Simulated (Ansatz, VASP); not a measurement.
Ba16H in VASP and in Ansatz

```
CELL_PARAMETERS angstrom
10.04000 0.00000 0.00000
0.00000 10.04000 0.00000
0.00000 0.00000 10.04000
ATOMIC_POSITIONS crystal
Ba 0.98920 0.01525 0.00009
Ba 0.51053 0.01527 0.00009
Ba 0.02512 0.49445 0.00011
Ba 0.98976 0.99177 0.50005
Ba 0.24985 0.23488 0.26062
Ba 0.47445 0.49450 0.00011
Ba 0.51000 0.99181 0.50004
Ba 0.74990 0.25821 0.26037
Ba 0.01036 0.50605 0.50007
Ba 0.24983 0.75509 0.22403
Ba 0.24985 0.23487 0.73952
Ba 0.48936 0.50604 0.50007
Ba 0.74985 0.74406 0.23961
Ba 0.74990 0.25819 0.73975
Ba 0.24982 0.75505 0.77623
Ba 0.74985 0.74406 0.76054
H 0.24980 0.62440 0.00012
```

Alike in both runs: functional PBEsol; k mesh 2 × 2 × 2; occupations fermi-dirac, width 0.05 eV; no spin polarisation.

Ansatz relaxed the structure, and its values are those at the end. VASP's run is a single point on that final structure, the one shown.

|  | VASP | Ansatz |
| --- | --- | --- |
| version | VASP 6.6.1 | Ansatz 0.2.0 |
| potentials or method | VASP PAW PBE potentials, release 64 (Ba_sv, H), cutoff 520 eV | scalar-relativistic, plane waves, PAW |
| valence electrons in the cell | 161 | 161 |

|  | VASP | Ansatz | Ansatz less VASP |
| --- | --- | --- | --- |
| rms of the force components (eV/Å) | 0.025 | 0.019 | -0.0058 |

VASP's potentials were made for PBE, not for PBEsol.

Neither program's run includes spin-orbit coupling.
